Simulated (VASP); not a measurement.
# Hg (Im-3m) in VASP: notebook

Runs on Hg. Level: PBE. Tasks: single point.

Everything below comes from runs of VASP 6.6.1. Logs are shortened: lines on timing, memory, paths and dates and some standing lists are left out, and cuts for length are marked.

## (1) The cell of the first run

It takes space group Im-3m (No. 229, cubic). Conventional cell: a = 3.583 Å, b = 3.583 Å, c = 3.583 Å, α = 90.00°, β = 90.00°, γ = 90.00°. Hg (site symmetry m-3m) has 14 Hg at 3.10 to 3.58 Å within 4.1 Å.

## (2) Single point, PBE

Input file INCAR:

```
SYSTEM = Hg
PREC = Accurate ; ENCUT = 520
EDIFF = 1E-7 ; ISMEAR = 0
SIGMA = 0.05 ; LREAL = .False.
LASPH = .True. ; NELM = 60
ALGO = Normal ; ISIF = 2
LWAVE = .False. ; LCHARG = .False.
GGA = PE ; NBANDS = 12
```

Input file KPOINTS:

```
Automatic mesh
0
Gamma
  16 16 16
  0 0 0
```

Input file POSCAR:

```
Hg
1.0
   -1.7913577498      1.7913577498      1.7913577498
    1.7913577498     -1.7913577498      1.7913577498
    1.7913577498      1.7913577498     -1.7913577498
Hg
1
Direct
    0.0000000000      0.0000000000      0.0000000000
```

Potentials or basis: VASP PAW PBE potentials, release 64 (Hg).

Run with:

```sh
> cat potpaw_PBE.64/Hg/POTCAR > POTCAR
> mpirun -np 1 vasp_std > vasp.out
```

OUTCAR:

```text
SYSTEM = Hg
   PREC = Accurate
   ENCUT = 520
   EDIFF = 1E-7
   ISMEAR = 0
   LREAL = .False.
   LASPH = .True.
   NELM = 60
   ISIF = 2
   GGA = PE

 ion  position               nearest neighbor table
   1  0.000  0.000  0.000-

  LATTYP: Found a body centered cubic cell.
 ALAT       =     3.5827154996

  Lattice vectors:

 A1 = (  -1.7913577498,   1.7913577498,   1.7913577498)
 A2 = (   1.7913577498,  -1.7913577498,   1.7913577498)
 A3 = (   1.7913577498,   1.7913577498,  -1.7913577498)

Analysis of symmetry for initial positions (statically):
=====================================================================
 Subroutine PRICEL returns:
 Original cell was already a primitive cell.

 Routine SETGRP: Setting up the symmetry group for a
 body centered cubic supercell.

 Subroutine GETGRP returns: Found 48 space group operations
 (whereof 48 operations were pure point group operations)
 out of a pool of 48 trial point group operations.

The static configuration has the point symmetry O_h .

Analysis of symmetry for dynamics (positions and initial velocities):
=====================================================================
 Subroutine PRICEL returns:
 Original cell was already a primitive cell.

 Routine SETGRP: Setting up the symmetry group for a
 body centered cubic supercell.

 Subroutine GETGRP returns: Found 48 space group operations
 (whereof 48 operations were pure point group operations)
 out of a pool of 48 trial point group operations.

The dynamic configuration has the point symmetry O_h .

 Subroutine INISYM returns: Found 48 space group operations
 (whereof 48 operations are pure point group operations),
 and found     1 'primitive' translations

----------------------------------------------------------------------------------------

                                     Primitive cell

  volume of cell :      22.9936

  direct lattice vectors                    reciprocal lattice vectors
    -1.791357750  1.791357750  1.791357750     0.000000000  0.279117893  0.279117893
     1.791357750 -1.791357750  1.791357750     0.279117893  0.000000000  0.279117893
     1.791357750  1.791357750 -1.791357750     0.279117893  0.279117893  0.000000000

  length of vectors
     3.102722637  3.102722637  3.102722637     0.394732309  0.394732309  0.394732309

  position of ions in fractional coordinates (direct lattice)
     0.000000000  0.000000000  0.000000000

  ion indices of the primitive-cell ions
   primitive index   ion index
                 1           1

----------------------------------------------------------------------------------------

 KPOINTS: Automatic mesh

Automatic generation of k-mesh.
 Grid dimensions read from file:
 generate k-points for:   16   16   16

 Generating k-lattice:

  Cartesian coordinates                     Fractional coordinates (reciprocal lattice)
     0.000000000  0.017444868  0.017444868     0.062500000  0.000000000  0.000000000
     0.017444868  0.000000000  0.017444868     0.000000000  0.062500000  0.000000000
     0.017444868  0.017444868  0.000000000     0.000000000  0.000000000  0.062500000

  Length of vectors
     0.024670769  0.024670769  0.024670769

  Shift w.r.t. Gamma in fractional coordinates (k-lattice)
     0.000000000  0.000000000  0.000000000

 Subroutine IBZKPT returns following result:
 ===========================================

 Found    145 irreducible k-points:

 Following reciprocal coordinates:
            Coordinates               Weight
  0.000000  0.000000  0.000000      1.000000
  0.062500  0.000000  0.000000     12.000000
  0.125000  0.000000  0.000000     12.000000
  0.187500  0.000000  0.000000     12.000000
  0.250000  0.000000  0.000000     12.000000
  0.312500  0.000000  0.000000     12.000000
[... 16 lines left out ...]
  0.187500  0.187500  0.000000     24.000000
  0.250000  0.187500  0.000000     48.000000
 [... further k-points ...]
   k-points           NKPTS =    145   k-points in BZ     NKDIM =    145   number of bands    NBANDS=     12
   number of dos      NEDOS =    301   number of ions     NIONS =      1
   total plane-waves  NPLWV =  13824
   dimension x,y,z NGX =    24 NGY =   24 NGZ =   24
   dimension x,y,z NGXF=    48 NGYF=   48 NGZF=   48
   ions per type =               1
   NGX,Y,Z   is equivalent  to a cutoff of  12.86, 12.86, 12.86 a.u.
   NGXF,Y,Z  is equivalent  to a cutoff of  25.72, 25.72, 25.72 a.u.
 SYSTEM =  Hg
   PREC   = accura    normal or accurate (medium, high low for compatibility)
   ISTART =      0    job   : 0-new  1-cont  2-samecut
   ICHARG =      2    charge: 1-file 2-atom 10-const
   ISPIN  =      1    spin polarized calculation?
   LNONCOLLINEAR =      F non collinear calculations
   LSORBIT =      F    spin-orbit coupling
   LASPH  =      T    aspherical Exc in radial PAW
   ENCUT  =  520.0 eV  38.22 Ry    6.18 a.u.   5.77  5.77  5.77*2*pi/ulx,y,z
   NELM   =     60;   NELMIN=  2; NELMDL= -5     # of ELM steps
   EDIFF  = 0.1E-06   stopping-criterion for ELM
   LREAL  =      F    real-space projection
   EDIFFG = 0.1E-05   stopping-criterion for IOM
   NSW    =      0    number of steps for IOM
   IBRION =     -1    ionic relax: 0-MD 1-quasi-New 2-CG
   NFREE  =      0    steps in history (QN), initial steepest desc. (CG)
   ISIF   =      2    stress and relaxation
   ISYM   =      2    0-nonsym 1-usesym 2-fastsym
   POTIM  = 0.5000    time-step for ionic-motion
   TEBEG  =    0.0;   TEEND  =   0.0 temperature during run
   PSTRESS=    0.0 pullay stress
   NELECT =      12.0000    total number of electrons
   NUPDOWN=      -1.0000    fix difference up-down
   EMIN   =  10.00;   EMAX   =-10.00  energy-range for DOS
   EFERMI =   0.00;   METHOD = LEGACY
   ISMEAR =     0;   SIGMA  =   0.05  broadening in eV -4-tet -1-fermi 0-gaus
   EFERMI_NEDOS =   21; number of points for ismear=-14 and -15
   IALGO  =     38    algorithm
   IMIX   =      4    mixing-type and parameters
     AMIX     =   0.40;   BMIX     =  1.00
     AMIX_MAG =   1.60;   BMIX_MAG =  1.00
  volume/ion in A,a.u.               =      22.99       155.17
  Fermi-wavevector in a.u.,A,eV,Ry     =   1.318053  2.490759 23.636913  1.737264
  Thomas-Fermi vector in A             =   2.448050
   LORBIT       =      0    0 simple, 1 ext, 2 COOP (PROOUT), +10 PAW based schemes
   GGA     = PE    functional components
   LHFCALC =     F    Hartree Fock is set to
   AEXX    =    0.0000 exact exchange contribution
   IVDW    =     0    specifies the selected vdW correction
   LEPSILON=     F    determine dielectric tensor
   LRPA    =     F    only Hartree local field effects (RPA)
 non-spin polarized calculation
 Gauss-broadening in eV      SIGMA  =   0.05
  energy-cutoff  :      520.00
  volume of cell :       22.99
 maximum number of plane-waves:       637
   NGX = 11   NGY = 11   NGZ = 11

 number of electron      12.0000001 magnetization

 Free energy of the ion-electron system (eV)
  ---------------------------------------------------
  ext. energy  EPLUGINS =         0.00000000
  ---------------------------------------------------
  free energy    TOTEN  =        -0.07979962 eV

  energy without entropy =       -0.07950479  energy(sigma->0) =       -0.07965220

 E-fermi :   2.9102     XC(G=0): -11.0058

 val. band max:        2.8929971445   @ k =  -0.4375   0.5000   0.0625
 cond. band min:       3.0128168691   @ k =   0.5000   0.5000   0.1875
 fundamental gap:      0.1198197246
 Fermi energy:         2.9102335064

 k-point     1 :       0.0000    0.0000    0.0000
  band No.  band energies     occupation
      1      -6.2938      2.00000
      2      -4.2437      2.00000
      3      -4.2437      2.00000
      4      -4.2437      2.00000
      5      -3.2997      2.00000
      6      -3.2997      2.00000
      7      18.2385      0.00000
      8      18.2385      0.00000
      9      18.2385      0.00000
     10      19.6489      0.00000
     11      19.6489      0.00000
     12      19.6489      0.00000

 k-point     2 :       0.0625    0.0000    0.0000
  band No.  band energies     occupation
      1      -6.1853      2.00000
      2      -4.2631      2.00000
      3      -4.2360      2.00000
      4      -4.1905      2.00000
      5      -3.3209      2.00000
      6      -3.2987      2.00000
      7      17.6481      0.00000
      8      18.1175      0.00000
      9      18.2695      0.00000
     10      18.8168      0.00000
     11      19.1706      0.00000
     12      19.2719      0.00000

 k-point     3 :       0.1250    0.0000    0.0000
  band No.  band energies     occupation
      1      -5.8751      2.00000
      2      -4.3180      2.00000
      3      -4.2055      2.00000
      4      -4.0361      2.00000
      5      -3.3717      2.00000
      6      -3.2954      2.00000
      7      15.4685      0.00000
      8      17.3194      0.00000
      9      18.0658      0.00000
     10      18.3536      0.00000
     11      18.3711      0.00000
     12      19.3088      0.00000
[... 286 lines left out ...]
 k-point    23 :       0.1875    0.1875    0.0000
  band No.  band energies     occupation
      1      -4.7792      2.00000
      2      -4.3507      2.00000
      3      -4.0404      2.00000
      4      -3.4899      2.00000
      5      -3.2276      2.00000
      6      -2.1592      2.00000
      7       8.8188      0.00000
      8      10.9599      0.00000
      9      14.3034      0.00000
     10      18.9687      0.00000
     11      20.4120      0.00000
     12      22.5837      0.00000

 k-point    24 :       0.2500    0.1875    0.0000
  band No.  band energies     occupation
      1      -4.7952      2.00000
      2      -4.4153      2.00000
      3      -3.7848      2.00000
      4      -3.4520      2.00000
      5      -3.1787      2.00000
      6      -1.1417      2.00000
      7       6.9989      0.00000
      8       9.8215      0.00000
      9      13.7288      0.00000
     10      19.1120      0.00000
     11      20.8401      0.00000
     12      23.1734      0.00000

 [... further k-points ...]
[... 5 lines left out ...]
  --------------------------------------------------------------------------------------
  -------------------------------------------------------------------------------------
  Total        1.0484064      1.0484064      1.0484064     -0.0000000     -0.0000000     -0.0000000
  in kB       73.0521977     73.0521977     73.0521977     -0.0000000     -0.0000000     -0.0000000
  external PRESSURE =      73.0521977 kB  Pullay stress =       0.0000000 kB

 VOLUME and BASIS-vectors are now :
 -----------------------------------------------------------------------------
  energy-cutoff  :      520.00
  volume of cell :       22.99
      direct lattice vectors                 reciprocal lattice vectors
    -1.791357750  1.791357750  1.791357750     0.000000000  0.279117893  0.279117893
     1.791357750 -1.791357750  1.791357750     0.279117893  0.000000000  0.279117893
     1.791357750  1.791357750 -1.791357750     0.279117893  0.279117893  0.000000000

 POSITION                                       TOTAL-FORCE (eV/Angst)
 -----------------------------------------------------------------------------------
      0.00000      0.00000      0.00000        -0.000000      0.000000     -0.000000
 -----------------------------------------------------------------------------------
    total drift:                                0.000000      0.000000      0.000000

  FREE ENERGIE OF THE ION-ELECTRON SYSTEM (eV)
  ---------------------------------------------------
  free  energy   TOTEN  =        -0.0797996188 eV

  energy  without entropy=       -0.0795047873  energy(sigma->0) =       -0.07965220
```

Wall time 29 s (1 thread of Intel Xeon 8259CL, shared host); peak memory 0.17 GiB.

What came out:

```yaml
Free_energy: -0.0798 eV
Pressure: 7.3 GPa
Band_gap_on_the_k_mesh: zero (bands 6 and 7 overlap by 4.64 eV)
```

Levels at points of the mesh, in eV from the Fermi level:
```
           k point  band 2  band 3  band 4  band 5  band 6  band 7  band 8  band 9  band 10  band 11
(0.00, 0.00, 0.00)   -7.15   -7.15   -7.15   -6.21   -6.21   15.33   15.33   15.33    16.74    16.74
(0.50, 0.00, 0.00)   -7.64   -6.28   -6.16   -5.52   -1.42   -1.10    9.73   10.31    15.13    15.92
(0.50, 0.50, 0.50)   -7.93   -5.68   -5.68   -5.68    3.53    3.93    3.93    3.93    10.42    10.42
```

Caveat: the cell stands under pressure; spin-orbit coupling is left out, which moves the levels of the heavy elements.

## (3) Single point, PBE

This run uses another cell than the first one, of 29.79 Å³/atom.

Input file INCAR:

```
PREC = Accurate
ENCUT = 520
EDIFF = 1E-6
ISMEAR = 0
SIGMA = 0.05
LREAL = False
LASPH = True
NELM = 60
ALGO = Normal
ISIF = 2
LWAVE = False
LCHARG = False
GGA = PE
NBANDS = 12
```

Input file KPOINTS:

```
Automatic mesh
0
Gamma
  16 16 16
```

Input file POSCAR:

```
Hg
1.0
   -1.9528468922      1.9528468922      1.9528468922
    1.9528468922     -1.9528468922      1.9528468922
    1.9528468922      1.9528468922     -1.9528468922
Hg
1
Direct
    0.0000000000      0.0000000000      0.0000000000
```

Potentials or basis: VASP PAW PBE potentials, release 64 (Hg).

Run with:

```sh
> cat potpaw_PBE.64/Hg/POTCAR > POTCAR
> mpirun -np 1 vasp_std > vasp.out
```

OUTCAR:

```text
PREC = Accurate
   ENCUT = 520
   EDIFF = 1E-6
   ISMEAR = 0
   LREAL = False
   LASPH = True
   NELM = 60
   ISIF = 2
   GGA = PE

 ion  position               nearest neighbor table
   1  0.000  0.000  0.000-

  LATTYP: Found a body centered cubic cell.
 ALAT       =     3.9056937844

  Lattice vectors:

 A1 = (  -1.9528468922,   1.9528468922,   1.9528468922)
 A2 = (   1.9528468922,  -1.9528468922,   1.9528468922)
 A3 = (   1.9528468922,   1.9528468922,  -1.9528468922)

Analysis of symmetry for initial positions (statically):
=====================================================================
 Subroutine PRICEL returns:
 Original cell was already a primitive cell.

 Routine SETGRP: Setting up the symmetry group for a
 body centered cubic supercell.

 Subroutine GETGRP returns: Found 48 space group operations
 (whereof 48 operations were pure point group operations)
 out of a pool of 48 trial point group operations.

The static configuration has the point symmetry O_h .

Analysis of symmetry for dynamics (positions and initial velocities):
=====================================================================
 Subroutine PRICEL returns:
 Original cell was already a primitive cell.

 Routine SETGRP: Setting up the symmetry group for a
 body centered cubic supercell.

 Subroutine GETGRP returns: Found 48 space group operations
 (whereof 48 operations were pure point group operations)
 out of a pool of 48 trial point group operations.

The dynamic configuration has the point symmetry O_h .

 Subroutine INISYM returns: Found 48 space group operations
 (whereof 48 operations are pure point group operations),
 and found     1 'primitive' translations

----------------------------------------------------------------------------------------

                                     Primitive cell
[... 114 lines left out ...]
   GGA     = PE    functional components
   LHFCALC =     F    Hartree Fock is set to
   AEXX    =    0.0000 exact exchange contribution
   IVDW    =     0    specifies the selected vdW correction
   LEPSILON=     F    determine dielectric tensor
   LRPA    =     F    only Hartree local field effects (RPA)
 non-spin polarized calculation
 Gauss-broadening in eV      SIGMA  =   0.05
  energy-cutoff  :      520.00
  volume of cell :       29.79
 maximum number of plane-waves:       815
 NGX is ok and might be reduce to    28
   NGX = 13   NGY = 13   NGZ = 13

 number of electron      11.9999998 magnetization

 Free energy of the ion-electron system (eV)
  ---------------------------------------------------
  ext. energy  EPLUGINS =         0.00000000
  ---------------------------------------------------
  free energy    TOTEN  =        -0.18011553 eV

  energy without entropy =       -0.17966268  energy(sigma->0) =       -0.17988911

 E-fermi :   1.0805     XC(G=0):  -9.6041

 val. band max:        1.0590856114   @ k =   0.4375   0.1250   0.0000
 cond. band min:       1.0977239717   @ k =   0.4375   0.0625   0.0000
 fundamental gap:      0.0386383603
 Fermi energy:         1.0804865616

 k-point     1 :       0.0000    0.0000    0.0000
  band No.  band energies     occupation
      1      -6.2079      2.00000
      2      -5.3279      2.00000
      3      -5.3279      2.00000
      4      -5.3279      2.00000
      5      -4.7645      2.00000
      6      -4.7645      2.00000
      7      14.4943      0.00000
      8      14.4943      0.00000
      9      14.4943      0.00000
     10      15.5226      0.00000
     11      15.5226      0.00000
     12      15.5226      0.00000
[... 331 lines left out ...]
 k-point    24 :       0.2500    0.1875    0.0000
  band No.  band energies     occupation
      1      -5.5905      2.00000
      2      -5.3804      2.00000
      3      -4.9429      2.00000
      4      -4.8525      2.00000
      5      -4.6843      2.00000
      6      -2.5263      2.00000
      7       4.4402      0.00000
      8       7.0685      0.00000
      9      10.4649      0.00000
     10      15.4116      0.00000
     11      16.3990      0.00000
     12      18.6857      0.00000

 [... further k-points ...]

------------------------ aborting loop because EDIFF is reached ----------------------------------------

  FORCE on cell =-STRESS in cart. coord.  units (eV):
  Direction    XX          YY          ZZ          XY          YZ          ZX
  --------------------------------------------------------------------------------------
  -------------------------------------------------------------------------------------
  Total        0.0126225      0.0126225      0.0126225      0.0000000      0.0000000     -0.0000000
  in kB        0.6788766      0.6788766      0.6788766      0.0000000      0.0000000     -0.0000000
  external PRESSURE =       0.6788766 kB  Pullay stress =       0.0000000 kB

 VOLUME and BASIS-vectors are now :
 -----------------------------------------------------------------------------
  energy-cutoff  :      520.00
  volume of cell :       29.79
      direct lattice vectors                 reciprocal lattice vectors
    -1.952846892  1.952846892  1.952846892     0.000000000  0.256036457  0.256036457
     1.952846892 -1.952846892  1.952846892     0.256036457  0.000000000  0.256036457
     1.952846892  1.952846892 -1.952846892     0.256036457  0.256036457  0.000000000

 POSITION                                       TOTAL-FORCE (eV/Angst)
 -----------------------------------------------------------------------------------
      0.00000      0.00000      0.00000         0.000000      0.000000      0.000000
 -----------------------------------------------------------------------------------
    total drift:                               -0.000000     -0.000000     -0.000000

  FREE ENERGIE OF THE ION-ELECTRON SYSTEM (eV)
  ---------------------------------------------------
  free  energy   TOTEN  =        -0.1801155342 eV

  energy  without entropy=       -0.1796626759  energy(sigma->0) =       -0.17988911
```

OSZICAR:

```text
N       E                     dE             d eps       ncg     rms          rms(c)
DAV:   1     0.715267477158E+02    0.71527E+02   -0.63207E+03  3656   0.927E+02
DAV:   2     0.114091036710E+01   -0.70386E+02   -0.65916E+02  3880   0.218E+02
DAV:   3    -0.190930962237E+00   -0.13318E+01   -0.13312E+01  4104   0.336E+01
DAV:   4    -0.192259263500E+00   -0.13283E-02   -0.13283E-02  3876   0.114E+00
DAV:   5    -0.192261481644E+00   -0.22181E-05   -0.22181E-05  3996   0.439E-02    0.167E+00
DAV:   6    -0.180377063098E+00    0.11884E-01   -0.31321E-02  4120   0.193E+00    0.136E+00
DAV:   7    -0.179905859230E+00    0.47120E-03   -0.42088E-03  3928   0.599E-01    0.665E-01
DAV:   8    -0.180089801303E+00   -0.18394E-03   -0.52451E-04  3700   0.265E-01    0.245E-02
DAV:   9    -0.180112651013E+00   -0.22850E-04   -0.16392E-05  3860   0.340E-02    0.661E-03
DAV:  10    -0.180115591902E+00   -0.29409E-05   -0.37741E-06  3684   0.190E-02    0.941E-04
DAV:  11    -0.180115534167E+00    0.57735E-07   -0.23109E-08  1968   0.113E-03
   1 F= -.18011553E+00 E0= -.17988911E+00  d E =-.452858E-03
```

stdout:

```text
POSCAR found type information on POSCAR Hg
 POSCAR found :  1 types and       1 ions
 scaLAPACK will be used
 LDA part: xc-table for (Slater+PW92), standard interpolation
 POSCAR, INCAR and KPOINTS ok, starting setup
 FFT: planning ... GRIDC
 FFT: planning ... GRID_SOFT
 FFT: planning ... GRID
 WAVECAR not read
 entering main loop
```

Run time: 54 s. Hardware: 1 thread of Intel Xeon 8259CL, shared host; peak memory 0.19 GiB.

Results:

| Quantity | Value |
| --- | --- |
| Free energy | -0.1801 eV |
| Pressure | 0.1 GPa |
| Band gap on the k mesh | zero (bands 6 and 7 overlap by 2.13 eV) |

Caveat: spin-orbit coupling is left out, which moves the levels of the heavy elements.

The gap in the log of VASP goes by the Fermi energy; the results here count the filled bands.